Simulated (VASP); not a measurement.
# Ir (Pm-3m) in VASP: further runs

Runs on Ir. Level: r2SCAN. Tasks: single point.

All numbers are computed with VASP 6.6.1; they aren't measurements. Logs are shortened: lines on timing, memory, paths and dates and some standing lists are left out, and cuts for length are marked.

**1. The cell of the first run**

Symmetry: Pm-3m, No. 221, cubic system. Conventional cell: a = 2.553 Å, b = 2.553 Å, c = 2.553 Å, α = 90.00°, β = 90.00°, γ = 90.00°. Ir (site symmetry m-3m) has 6 Ir at 2.55 Å within 3.4 Å.

This isn't the form of Ir at room conditions, which is fcc.

**2. Single point, r2SCAN, collinear spin**

Input file POSCAR:

```
Ir
1.0
    2.5528321554      0.0000000000      0.0000000000
    0.0000000000      2.5528321554      0.0000000000
    0.0000000000      0.0000000000      2.5528321554
Ir
1
Direct
    0.0000000000      0.0000000000      0.0000000000
```

Input file INCAR.step1:

```
SYSTEM = Ir
ALGO     = Normal         ! electronic algorithm
EDIFF    = 1E-5           ! SCF threshold, eV
ENCUT    = 620            ! plane-wave cutoff, eV
GGA      = PE             ! functional
GGA_COMPAT= .FALSE.      
ISMEAR   = -1             ! smearing method
ISPIN    = 2              ! spin polarisation
LASPH    = .TRUE.         ! aspherical terms in the spheres
LCHARG   = .FALSE.        ! write CHGCAR
LMAXMIX  = 4              ! l up to which the mixer works
LREAL    = .FALSE.        ! projectors in reciprocal space
LWAVE    = .TRUE.         ! write WAVECAR
MAGMOM   = 1              ! initial moments
NBANDS   = 18             ! bands
NELM     = 200            ! most SCF steps
PREC     = Accurate       ! precision mode
SIGMA    = 0.05           ! smearing width, eV
```

Input file INCAR.step2:

```
SYSTEM = Ir
ALGO     = Normal         ! electronic algorithm
EDIFF    = 1E-6           ! SCF threshold, eV
ENCUT    = 620            ! plane-wave cutoff, eV
GGA_COMPAT= .FALSE.      
ISIF     = 2              ! what is computed and relaxed
ISMEAR   = -1             ! smearing method
ISPIN    = 2              ! spin polarisation
ISTART   = 1            
LASPH    = .TRUE.         ! aspherical terms in the spheres
LCHARG   = .FALSE.        ! write CHGCAR
LMAXMIX  = 4              ! l up to which the mixer works
LMIXTAU  = .TRUE.       
LORBIT   = 11             ! projections on sites
LREAL    = .FALSE.        ! projectors in reciprocal space
LWAVE    = .FALSE.        ! write WAVECAR
MAGMOM   = 1              ! initial moments
METAGGA  = R2SCAN         ! meta-GGA
NBANDS   = 18             ! bands
NELM     = 200            ! most SCF steps
PREC     = Accurate       ! precision mode
SIGMA    = 0.05           ! smearing width, eV
```

Input file KPOINTS:

```
k-points
0
G
  13 13 13
  0 0 0
```

Potentials or basis: VASP PAW PBE potentials, release 64 (Ir_sv_GW).

The run is started by

```
$ cat potpaw_PBE.64/Ir_sv_GW/POTCAR > POTCAR
$ cp INCAR.step1 INCAR
$ mpirun -np 1 vasp_std > vasp.out
$ cp INCAR.step2 INCAR
$ mpirun -np 1 vasp_std > vasp.out
```

OUTCAR:

```text
SYSTEM = Ir
   EDIFF = 1E-6
   ENCUT = 620
   ISIF = 2
   ISMEAR = -1
   ISPIN = 2
   ISTART = 1
   LASPH = .TRUE.
   LORBIT = 11
   LREAL = .FALSE.
   METAGGA = R2SCAN
   NELM = 200
   PREC = Accurate

 ion  position               nearest neighbor table
   1  0.000  0.000  0.000-

  LATTYP: Found a simple cubic cell.
 ALAT       =     2.5528321554

  Lattice vectors:

 A1 = (   2.5528321554,   0.0000000000,   0.0000000000)
 A2 = (   0.0000000000,   2.5528321554,   0.0000000000)
 A3 = (   0.0000000000,   0.0000000000,   2.5528321554)

Analysis of symmetry for initial positions (statically):
=====================================================================
 Subroutine PRICEL returns:
 Original cell was already a primitive cell.

 Routine SETGRP: Setting up the symmetry group for a
 simple cubic supercell.

 Subroutine GETGRP returns: Found 48 space group operations
 (whereof 48 operations were pure point group operations)
 out of a pool of 48 trial point group operations.

The static configuration has the point symmetry O_h .

Analysis of symmetry for dynamics (positions and initial velocities):
=====================================================================
 Subroutine PRICEL returns:
 Original cell was already a primitive cell.

 Routine SETGRP: Setting up the symmetry group for a
 simple cubic supercell.

 Subroutine GETGRP returns: Found 48 space group operations
 (whereof 48 operations were pure point group operations)
 out of a pool of 48 trial point group operations.

The dynamic configuration has the point symmetry O_h .

Analysis of structural, dynamic, and magnetic symmetry:
=====================================================================
 Subroutine PRICEL returns:
 Original cell was already a primitive cell.

 Routine SETGRP: Setting up the symmetry group for a
 simple cubic supercell.

 Subroutine GETGRP returns: Found 48 space group operations
 (whereof 48 operations were pure point group operations)
 out of a pool of 48 trial point group operations.

The overall configuration has the point symmetry O_h .

 Subroutine INISYM returns: Found 48 space group operations
 (whereof 48 operations are pure point group operations),
 and found     1 'primitive' translations

----------------------------------------------------------------------------------------

                                     Primitive cell

  volume of cell :      16.6367

  direct lattice vectors                    reciprocal lattice vectors
     2.552832155  0.000000000  0.000000000     0.391721797  0.000000000  0.000000000
     0.000000000  2.552832155  0.000000000     0.000000000  0.391721797  0.000000000
     0.000000000  0.000000000  2.552832155     0.000000000  0.000000000  0.391721797

  length of vectors
     2.552832155  2.552832155  2.552832155     0.391721797  0.391721797  0.391721797

  position of ions in fractional coordinates (direct lattice)
     0.000000000  0.000000000  0.000000000

  ion indices of the primitive-cell ions
   primitive index   ion index
                 1           1

----------------------------------------------------------------------------------------

 KPOINTS: k-points

Automatic generation of k-mesh.
 Grid dimensions read from file:
 generate k-points for:   13   13   13

 Generating k-lattice:

  Cartesian coordinates                     Fractional coordinates (reciprocal lattice)
     0.030132446  0.000000000  0.000000000     0.076923077  0.000000000  0.000000000
     0.000000000  0.030132446  0.000000000     0.000000000  0.076923077  0.000000000
     0.000000000  0.000000000  0.030132446     0.000000000  0.000000000  0.076923077

  Length of vectors
     0.030132446  0.030132446  0.030132446

  Shift w.r.t. Gamma in fractional coordinates (k-lattice)
     0.000000000  0.000000000  0.000000000

 Subroutine IBZKPT returns following result:
 ===========================================

 Found     84 irreducible k-points:

 Following reciprocal coordinates:
            Coordinates               Weight
[... 52 lines left out ...]
 k-point    23 :       0.3077    0.3077    0.0000
  band No.  band energies     occupation
      1     -84.6166      1.00000
      2     -41.0496      1.00000
      3     -41.0356      1.00000
      4     -40.4368      1.00000
      5       3.6790      1.00000
      6       4.6934      1.00000
[... 10 lines left out ...]
     17      39.3394      0.00000
     18      41.2346      0.00000

 k-point    24 :       0.3846    0.3077    0.0000
  band No.  band energies     occupation
      1     -84.6055      1.00000
      2     -41.1995      1.00000
      3     -41.0246      1.00000
      4     -40.4230      1.00000
      5       3.8953      1.00000
      6       4.3735      1.00000
[... 10 lines left out ...]
     17      39.2398      0.00000
     18      40.9965      0.00000

 [... further k-points ...]

 spin component 2

 k-point     1 :       0.0000    0.0000    0.0000
  band No.  band energies     occupation
      1     -84.6928      1.00000
      2     -40.5326      1.00000
      3     -40.5326      1.00000
      4     -40.5326      1.00000
      5       0.1519      1.00000
      6       3.2973      1.00000
[... 10 lines left out ...]
     17      38.0465      0.00000
     18      38.0465      0.00000

 k-point     2 :       0.0769    0.0000    0.0000
  band No.  band energies     occupation
      1     -84.6900      1.00000
      2     -40.5824      1.00000
      3     -40.5287      1.00000
      4     -40.5287      1.00000
      5       0.3454      1.00000
      6       3.3378      1.00000
[... 10 lines left out ...]
     17      38.2647      0.00000
     18      38.2647      0.00000

 k-point     3 :       0.1538    0.0000    0.0000
  band No.  band energies     occupation
      1     -84.6806      1.00000
      2     -40.7181      1.00000
      3     -40.5173      1.00000
      4     -40.5173      1.00000
      5       0.8630      1.00000
      6       3.4516      1.00000
[... 412 lines left out ...]
 k-point    23 :       0.3077    0.3077    0.0000
  band No.  band energies     occupation
      1     -84.6167      1.00000
      2     -41.0497      1.00000
      3     -41.0357      1.00000
      4     -40.4369      1.00000
      5       3.6789      1.00000
      6       4.6933      1.00000
[... 10 lines left out ...]
     17      39.3393      0.00000
     18      41.2346      0.00000

 k-point    24 :       0.3846    0.3077    0.0000
  band No.  band energies     occupation
      1     -84.6056      1.00000
      2     -41.1996      1.00000
      3     -41.0247      1.00000
      4     -40.4231      1.00000
      5       3.8952      1.00000
      6       4.3735      1.00000
[... 10 lines left out ...]
     17      39.2397      0.00000
     18      40.9965      0.00000

 [... further k-points ...]

------------------------ aborting loop because EDIFF is reached ----------------------------------------

  FORCE on cell =-STRESS in cart. coord.  units (eV):
  Direction    XX          YY          ZZ          XY          YZ          ZX
  --------------------------------------------------------------------------------------
  -------------------------------------------------------------------------------------
  Total       -0.0766065     -0.0766065     -0.0766065     -0.0000000      0.0000000      0.0000000
  in kB       -7.3775078     -7.3775078     -7.3775078     -0.0000000      0.0000000      0.0000000
  external PRESSURE =      -7.3775078 kB  Pullay stress =       0.0000000 kB

 VOLUME and BASIS-vectors are now :
 -----------------------------------------------------------------------------
  energy-cutoff  :      620.00
  volume of cell :       16.64
      direct lattice vectors                 reciprocal lattice vectors
     2.552832155  0.000000000  0.000000000     0.391721797  0.000000000  0.000000000
     0.000000000  2.552832155  0.000000000     0.000000000  0.391721797  0.000000000
     0.000000000  0.000000000  2.552832155     0.000000000  0.000000000  0.391721797

 POSITION                                       TOTAL-FORCE (eV/Angst)
 -----------------------------------------------------------------------------------
      0.00000      0.00000      0.00000         0.000000      0.000000      0.000000
 -----------------------------------------------------------------------------------
    total drift:                                0.000000     -0.000000     -0.000000

  FREE ENERGIE OF THE ION-ELECTRON SYSTEM (eV)
  ---------------------------------------------------
  free  energy   TOTEN  =       -51.8765724500 eV

  energy  without entropy=      -51.8628769133  energy(sigma->0) =      -51.86972468

 total charge

# of ion       s       p       d       f       tot
--------------------------------------------------
    1        3.970   6.064   6.417   0.022  16.473

 magnetization (x)

# of ion       s       p       d       f       tot
--------------------------------------------------
    1       -0.000  -0.000  -0.000  -0.000  -0.000
```

Run time: 3.4 min. Hardware: 1 thread of AMD EPYC 7R43 (Zen 3), shared host; peak memory 0.16 GiB.

What came out:

- Free energy: -51.8766 eV
- Pressure: -0.7 GPa
- Net moment: 0.00 μB per cell
- Valence electrons inside the program's atomic spheres: Ir 16.47

Levels at points of the mesh, in eV from the Fermi level:
Spin up:
```
           k point  band 4  band 5  band 6  band 7  band 8  band 9  band 10  band 11  band 12  band 13
(0.00, 0.00, 0.00)  -50.13   -9.45   -6.30   -6.30    1.42    1.42     1.42    16.24    16.24    16.24
```
Spin down:
```csv
k point,band 4,band 5,band 6,band 7,band 8,band 9,band 10,band 11,band 12,band 13
"(0.00, 0.00, 0.00)",-50.13,-9.45,-6.30,-6.30,1.42,1.42,1.42,16.24,16.24,16.24
```

Caveat: the PAW data sets were made with another functional, which shifts forces and pressure a little; spin-orbit coupling is left out, which moves the levels of the heavy elements.

**3. Single point, r2SCAN, collinear spin (15.31 Å³/atom)**

This run uses another cell than the first one, of 15.31 Å³/atom.

Input file POSCAR:

```
Ir
1.0
    2.4828560295      0.0000000000      0.0000000000
    0.0000000000      2.4828560295      0.0000000000
    0.0000000000      0.0000000000      2.4828560295
Ir
1
Direct
    0.0000000000      0.0000000000      0.0000000000
```

Input file INCAR.step1:

```
SYSTEM = Ir
  PREC = Accurate
  ENCUT = 620
  ISMEAR = -1
  SIGMA = 0.05
  LREAL = .FALSE.
  LASPH = .TRUE.
  NELM = 200
  ISPIN = 2
  MAGMOM = 1
  LMAXMIX = 4
  NBANDS = 18
  GGA = PE
  ALGO = Normal
  EDIFF = 1E-5
  LWAVE = .TRUE.
  LCHARG = .FALSE.
  GGA_COMPAT = .FALSE.
```

Input file INCAR.step2:

```
SYSTEM = Ir
  PREC = Accurate
  ENCUT = 620
  EDIFF = 1E-6
  ISMEAR = -1
  SIGMA = 0.05
  LREAL = .FALSE.
  LASPH = .TRUE.
  NELM = 200
  ALGO = Normal
  ISIF = 2
  LWAVE = .FALSE.
  LCHARG = .FALSE.
  ISPIN = 2
  MAGMOM = 1
  LORBIT = 11
  LMAXMIX = 4
  METAGGA = R2SCAN
  LMIXTAU = .TRUE.
  NBANDS = 18
  ISTART = 1
  GGA_COMPAT = .FALSE.
```

Input file KPOINTS:

```
Automatic mesh
0
G
  14 14 14
  0 0 0
```

Potentials or basis: VASP PAW PBE potentials, release 64 (Ir_sv_GW).

The run is started by

```
$ cat potpaw_PBE.64/Ir_sv_GW/POTCAR > POTCAR
$ cp INCAR.step1 INCAR
$ mpirun -np 1 vasp_std > vasp.out
$ cp INCAR.step2 INCAR
$ mpirun -np 1 vasp_std > vasp.out
```

It took 3.3 min on 1 thread of Intel Xeon Platinum 8259CL at 2.50GHz (Skylake/Cascade Lake), shared host; peak memory 0.19 GiB.

Results (log left out):

* Free energy: -51.7917 eV
* Pressure: 25.7 GPa
* Net moment: 0.00 μB per cell
* Valence electrons inside the program's atomic spheres: Ir 16.74

Levels at points of the mesh, in eV from the Fermi level:
Spin up:
```
           k point  band 4  band 5  band 6  band 7  band 8  band 9  band 10  band 11  band 12  band 13
(0.00, 0.00, 0.00)  -50.30  -10.27   -7.13   -7.13    1.58    1.58     1.58    16.73    16.73    16.73
(0.50, 0.00, 0.00)  -50.20   -7.07   -6.26   -1.80   -1.80   -1.06     1.92     7.14    16.52    21.05
(0.50, 0.50, 0.00)  -50.11   -7.68   -5.51   -1.16   -1.16    4.12     4.97     4.97    13.63    15.92
(0.50, 0.50, 0.50)  -51.13   -6.24   -6.24   -6.24    4.36    4.36     9.47    12.16    12.16    12.16
```
Spin down:
```tsv
k point	band 6	band 7	band 8	band 9	band 10	band 11
(0.00, 0.00, 0.00)	-7.13	-7.13	1.58	1.58	1.58	16.73
(0.50, 0.00, 0.00)	-6.26	-1.80	-1.80	-1.06	1.92	7.14
(0.50, 0.50, 0.00)	-5.51	-1.16	-1.16	4.12	4.97	4.97
(0.50, 0.50, 0.50)	-6.24	-6.24	4.36	4.36	9.47	12.16
```

Caveat: the cell stands under pressure; the PAW data sets were made with another functional, which shifts forces and pressure a little; spin-orbit coupling is left out, which moves the levels of the heavy elements.

**4. Single point, r2SCAN, collinear spin (17.97 Å³/atom)**

This run uses another cell than the first one, of 17.97 Å³/atom.

Input file POSCAR:

```
Ir
1.0
    2.6191689490      0.0000000000      0.0000000000
    0.0000000000      2.6191689490      0.0000000000
    0.0000000000      0.0000000000      2.6191689490
Ir
1
Direct
    0.0000000000      0.0000000000      0.0000000000
```

Input file INCAR.step1:

```
SYSTEM = Ir
ALGO = Normal ; EDIFF = 1E-5
ENCUT = 620 ; GGA = PE
GGA_COMPAT = .FALSE. ; ISMEAR = -1
ISPIN = 2 ; LASPH = .TRUE.
LCHARG = .FALSE. ; LMAXMIX = 4
LREAL = .FALSE. ; LWAVE = .TRUE.
MAGMOM = 1 ; NBANDS = 18
NELM = 200 ; PREC = Accurate
SIGMA = 0.05
```

Input file INCAR.step2:

```
SYSTEM = Ir
ALGO = Normal ; EDIFF = 1E-6
ENCUT = 620 ; GGA_COMPAT = .FALSE.
ISIF = 2 ; ISMEAR = -1
ISPIN = 2 ; ISTART = 1
LASPH = .TRUE. ; LCHARG = .FALSE.
LMAXMIX = 4 ; LMIXTAU = .TRUE.
LORBIT = 11 ; LREAL = .FALSE.
LWAVE = .FALSE. ; MAGMOM = 1
METAGGA = R2SCAN ; NBANDS = 18
NELM = 200 ; PREC = Accurate
SIGMA = 0.05
```

Input file KPOINTS:

```
k-points
0
G
  14 14 14
  0 0 0
```

The run is started by

```
$ cat potpaw_PBE.64/Ir_sv_GW/POTCAR > POTCAR
$ cp INCAR.step1 INCAR
$ mpirun -np 1 vasp_std > vasp.out
$ cp INCAR.step2 INCAR
$ mpirun -np 1 vasp_std > vasp.out
```

Run time: 86 s. Hardware: 1 thread of Intel Xeon 6975P-C (Granite Rapids), shared host; peak memory 0.22 GiB.

Results (log left out):

```
Free energy                                           : -51.8080 eV
Pressure                                              : -18.1 GPa
Net moment                                            : 0.00 μB per cell
Valence electrons inside the program's atomic spheres : Ir 16.28
```

Levels at points of the mesh, in eV from the Fermi level:
Spin up:
```tsv
k point	band 5	band 6	band 7	band 8	band 9	band 10	band 11	band 12
(0.00, 0.00, 0.00)	-8.82	-5.70	-5.70	1.18	1.18	1.18	15.69	15.69
(0.50, 0.00, 0.00)	-5.96	-5.02	-1.39	-1.39	-0.50	1.43	5.69	16.57
(0.50, 0.50, 0.00)	-5.99	-4.54	-0.91	-0.91	3.16	4.68	4.68	11.01
(0.50, 0.50, 0.50)	-4.86	-4.86	-4.86	3.34	3.34	10.08	10.61	10.61
```
Spin down:
```tsv
k point	band 4	band 5	band 6	band 7	band 8	band 9	band 10	band 11	band 12	band 13
(0.00, 0.00, 0.00)	-50.08	-8.82	-5.70	-5.70	1.18	1.18	1.18	15.69	15.69	15.69
(0.50, 0.00, 0.00)	-50.03	-5.96	-5.02	-1.39	-1.39	-0.50	1.43	5.69	16.57	20.00
(0.50, 0.50, 0.00)	-49.97	-5.99	-4.54	-0.91	-0.91	3.16	4.68	4.68	11.01	14.53
(0.50, 0.50, 0.50)	-50.58	-4.86	-4.86	-4.86	3.34	3.34	10.08	10.61	10.61	10.61
```

Caveat: the cell stands under tension; the PAW data sets were made with another functional, which shifts forces and pressure a little; spin-orbit coupling is left out, which moves the levels of the heavy elements.

**5. Single point, r2SCAN, collinear spin (15.97 Å³/atom)**

This run uses another cell than the first one, of 15.97 Å³/atom.

Input file POSCAR:

```
Ir
1.0
    2.5183301941      0.0000000000      0.0000000000
    0.0000000000      2.5183301941      0.0000000000
    0.0000000000      0.0000000000      2.5183301941
Ir
1
Direct
    0.0000000000      0.0000000000      0.0000000000
```

Input file INCAR.step1:

```
  PREC = Accurate
  ENCUT = 620
  ISMEAR = -1
  SIGMA = 0.05
  LREAL = False
  LASPH = True
  NELM = 200
  ISPIN = 2
  MAGMOM = 1
  LMAXMIX = 4
  NBANDS = 18
  GGA = PE
  ALGO = Normal
  EDIFF = 1E-5
  LWAVE = True
  LCHARG = False
  GGA_COMPAT = False
```

Input file INCAR.step2:

```
  PREC = Accurate
  ENCUT = 620
  EDIFF = 1E-6
  ISMEAR = -1
  SIGMA = 0.05
  LREAL = False
  LASPH = True
  NELM = 200
  ALGO = Normal
  ISIF = 2
  LWAVE = False
  LCHARG = True
  ISPIN = 2
  MAGMOM = 1
  LORBIT = 11
  LMAXMIX = 4
  METAGGA = R2SCAN
  LMIXTAU = True
  LELF = True
  LVHAR = True
  NBANDS = 18
  ISTART = 1
  GGA_COMPAT = False
```

Input file KPOINTS:

```
regular mesh
0
Gamma
  14 14 14
```

The run is started by

```
$ cat potpaw_PBE.64/Ir_sv_GW/POTCAR > POTCAR
$ cp INCAR.step1 INCAR
$ mpirun -np 1 vasp_std > vasp.out
$ cp INCAR.step2 INCAR
$ mpirun -np 1 vasp_std > vasp.out
```

Run time: 2.1 min. Hardware: 1 thread of Intel Xeon Platinum 8488C (Sapphire Rapids), shared host; peak memory 0.2 GiB.

Results (log left out):

```yaml
Free_energy: -51.8687 eV
Pressure: 10.6 GPa
Net_moment: 0.00 μB per cell
Valence_electrons_inside_the_program's_atomic_spheres: Ir 16.60
```

Levels at points of the mesh, in eV from the Fermi level:
Spin up:
```
           k point  band 6  band 7  band 8  band 9  band 10  band 11
(0.00, 0.00, 0.00)   -6.72   -6.72    1.46    1.46     1.46    16.45
(0.50, 0.00, 0.00)   -5.91   -1.68   -1.68   -0.91     1.78     6.73
(0.50, 0.50, 0.00)   -5.24   -1.09   -1.09    3.84     4.88     4.88
(0.50, 0.50, 0.50)   -5.85   -5.85    4.06    4.06     9.66    11.71
```
Spin down:
```
           k point  band 4  band 5  band 6  band 7  band 8  band 9  band 10  band 11  band 12  band 13
(0.00, 0.00, 0.00)  -50.24   -9.87   -6.72   -6.72    1.46    1.46     1.46    16.45    16.45    16.45
(0.50, 0.00, 0.00)  -50.16   -6.77   -5.91   -1.68   -1.68   -0.91     1.78     6.73    16.55    20.77
(0.50, 0.50, 0.00)  -50.08   -7.20   -5.24   -1.09   -1.09    3.84     4.88     4.88    12.88    15.54
(0.50, 0.50, 0.50)  -50.97   -5.85   -5.85   -5.85    4.06    4.06     9.66    11.71    11.71    11.71
```

Caveat: the cell stands under pressure; the PAW data sets were made with another functional, which shifts forces and pressure a little; spin-orbit coupling is left out, which moves the levels of the heavy elements.

**6. Overview**

| cell | k mesh | gap on the mesh (eV) | pressure (GPa) | moment (μB) |
| --- | --- | --- | --- | --- |
| a = 2.553 Å, 1 atom | 13 × 13 × 13 | none | -0.7 | 0.00 |
| a = 2.483 Å, 1 atom | 14 × 14 × 14 | none | 25.7 | 0.00 |
| a = 2.619 Å, 1 atom | 14 × 14 × 14 | none | -18.1 | 0.00 |
| a = 2.518 Å, 1 atom | 14 × 14 × 14 | none | 10.6 | 0.00 |

Alike in all rows: task single point; level r2SCAN; potentials or basis VASP PAW PBE potentials, release 64 (Ir_sv_GW); spin collinear; cutoff (eV) 620; smearing fermi-dirac 0.05 eV.

Caveats: the PAW data sets were made with another functional, which shifts forces and pressure a little; spin-orbit coupling is left out, which moves the levels of the heavy elements; the cell stands under pressure (at least some runs); the cell stands under tension (at least some runs).

Absolute energies hang on the potentials; compare differences alone.
